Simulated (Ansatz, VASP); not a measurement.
One calculation of Cr, two programs

File INCAR:

```
PREC = Accurate
ENCUT = 600
EDIFF = 1E-7
ISMEAR = 0
SIGMA = 0.1
LREAL = F
LASPH = T
NELM = 60
ALGO = Normal
ISIF = 3
LWAVE = F
LCHARG = F
GGA = PS
IBRION = 2
NSW = 90
EDIFFG = -0.04
```

Contents of KPOINTS:

```
regular mesh
0
Gamma
  6 6 4
```

File POSCAR:

```
Cr
1.0
    1.4827270336     -4.7035147593      0.0000000000
    1.4827270336      4.7035147593      0.0000000000
    0.0000000000      0.0000000000      3.9240751706
Cr
4
Direct
    0.0980000000      0.9020000000      0.9100000000
    0.5980000000      0.4020000000      0.5900000000
    0.9020000000      0.0980000000      0.0900000000
    0.4020000000      0.5980000000      0.4100000000
```

Input for Ansatz:

```yaml
crystal:
  lattice:
    - [1.4827270336, -4.7035147593, 0.0]
    - [1.4827270336, 4.7035147593, 0.0]
    - [0.0, 0.0, 3.9240751706]
  atoms:
    - { symbol: Cr, position: [0.098, 0.902, 0.91] }
    - { symbol: Cr, position: [0.598, 0.402, 0.59] }
    - { symbol: Cr, position: [0.902, 0.098, 0.09] }
    - { symbol: Cr, position: [0.402, 0.598, 0.41] }
basis:
  ecutwfc: 420
kpoints:
  mp_grid: { grid: [6, 6, 4] }
hamiltonian:
  xc: pbesol
scf:
  occupations: { method: gaussian, width: 0.1 }
  lower_state_search: "off"
output:
  forces: true
  stress: true
  eigenvalues: true
relax:
  adjacent_minimum: "off"
  f_tol: 0.04
  max_steps: 70
  cell: { stress_tol: 0.4 }
```

Alike in both runs: task relaxation of cell and atoms; functional PBEsol; k mesh 6 × 6 × 4; occupations gaussian, width 0.1 eV; no spin polarisation.

|  | VASP | Ansatz |
| --- | --- | --- |
| version | VASP 6.6.1 | Ansatz 0.2.0 |
| potentials or method | VASP PAW PBE potentials, release 64 (Cr_pv), cutoff 600 eV | scalar-relativistic, plane waves, PAW |
| valence electrons in the cell | 48 | 56 |

|  | VASP | Ansatz | Ansatz less VASP |
| --- | --- | --- | --- |
| gap on the k mesh at the Fermi level, each at its own relaxed structure (eV) | none | none | - |
| relaxed volume (Å³/atom) | 11.58 | 11.60 | +0.026 |
| relaxed cell length with the largest relative difference (Å) | 4.554 | 4.560 | +0.0059 |

VASP's potentials were made for PBE, not for PBEsol. A gap of «none» marks a metal or a gap that the smearing closes. VASP's potentials hold 48 valence electrons a cell and Ansatz's 56, so a difference there can come from the potentials and not from the codes.

The k mesh is coarse, so the values compare programs but aren't converged. Noted on VASP's run: the volume moved by over 15 % at a fixed basis, so the end points are rough.
